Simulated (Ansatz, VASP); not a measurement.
LiF: VASP beside Ansatz

Contents of INCAR:

```
SYSTEM = LiF
PREC = Accurate
ENCUT = 520
EDIFF = 1E-7
ISMEAR = 0
SIGMA = 0.01
LREAL = .FALSE.
LASPH = .TRUE.
NELM = 60
ALGO = Normal
ISIF = 2
LWAVE = .FALSE.
LCHARG = .FALSE.
NBANDS = 12
```

Contents of KPOINTS:

```
regular mesh
0
G
  10 10 10
  0 0 0
```

The input POSCAR:

```
LiF
1.0
    0.0000000000      2.0140000000      2.0140000000
    2.0140000000      0.0000000000      2.0140000000
    2.0140000000      2.0140000000      0.0000000000
F Li
1 1
Direct
    0.5000000000      0.5000000000      0.5000000000
    0.0000000000      0.0000000000      0.0000000000
```

The input input.yaml:

```yaml
crystal:
  lattice:
    - [0.0, 2.014, 2.014]
    - [2.014, 0.0, 2.014]
    - [2.014, 2.014, 0.0]
  atoms:
    - { symbol: F, position: [0.5, 0.5, 0.5] }
    - { symbol: Li, position: [0.0, 0.0, 0.0] }
kpoints:
  mp_grid: { grid: [10, 10, 10] }
  band_path:
    path:
      - [0.0, 0.0, 0.0]
      - [0.5, 0.0, 0.5]
      - [0.625, 0.25, 0.625]
      - [0.375, 0.375, 0.75]
      - [0.5, 0.5, 0.5]
      - [0.5, 0.25, 0.75]
      - [-0.0625, 0.0, 0.0625]
    npoints: 1
hamiltonian:
  xc: lda
scf:
  occupations: { method: fixed }
  n_extra_bands: 4
output:
  forces: true
  stress: true
  eigenvalues: true
```

Alike in both runs: functional LDA; k mesh 10 × 10 × 10; no spin polarisation.

|  | VASP | Ansatz |
| --- | --- | --- |
| version | VASP 6.6.1 | Ansatz 0.2.0 |
| potentials or method | VASP PAW LDA potentials, release 64 (F, Li_sv) | Ansatz PAW |
| plane-wave cutoff (eV) | 520 | 420 |
| occupations | gaussian, width 0.01 eV | fixed |
| valence electrons in the cell | 10 | 10 |
| task | single point | band structure |

|  | VASP | Ansatz | Ansatz less VASP |
| --- | --- | --- | --- |
| gap on the k mesh at the Fermi level (eV) | 8.83 | 8.84 | +0.011 |
| least direct gap on the mesh (eV) | 8.83 | 8.84 | +0.011 |

LDA's correlation is that of Perdew and Zunger in VASP and of Perdew and Wang (1992) in Ansatz.

Noted on VASP's run: the cutoff is short for stress, so the pressure is rough.
